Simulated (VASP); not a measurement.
Wanted: the native input for a VASP 6.6.1 run.

```yaml
Task: single point
Functional: PBE
Potentials_or_basis: VASP PAW PBE potentials, release 64 (Pb_d)
Cutoff: 500 eV
k_mesh: 9 × 9 × 9
Occupations: methfessel-paxton, width 0.1 eV
Spin: no spin polarisation
Dipole_correction: no
Further_INCAR_settings: ALGO = Normal; EDIFF = 1e-06; NBANDS = 13
```

The structure of Pb lies in POSCAR:

```
Pb
1.0
    3.5002070000      0.0000000000      0.0000000000
    1.7501035000      3.0312681805      0.0000000000
    1.7501035000      1.0104227268      2.8579070480
Pb
1
Direct
    0.0000000000      0.0000000000      0.0000000000
```

The input as run:

INCAR

```
ALGO = Normal
EDIFF = 1E-6
ENCUT = 500
GGA = PE
GGA_COMPAT = F
ISIF = 2
ISMEAR = 1
LASPH = T
LCHARG = T
LELF = T
LREAL = F
LVHAR = T
LWAVE = F
NBANDS = 13
NELM = 120
PREC = Accurate
SIGMA = 0.1
```

KPOINTS

```
k-points
0
Gamma
  9 9 9
```

Potentials or basis: VASP PAW PBE potentials, release 64 (Pb_d).

Run with:

```console
$ cat potpaw_PBE.64/Pb_d/POTCAR > POTCAR
$ mpirun -np 1 vasp_std > vasp.out
```

It gave:

```json
{"Pressure": "2.2 GPa", "Band gap on the k mesh": "zero (band 7 reaches 14.70 eV, above the bottom of band 8 at 5.74 eV)"}
```

Caveat: spin-orbit coupling is left out, which moves the levels of the heavy elements.

Run time: 12 s on 1 thread of Intel Xeon 6455B (shared host), peak memory 0.16 GiB.
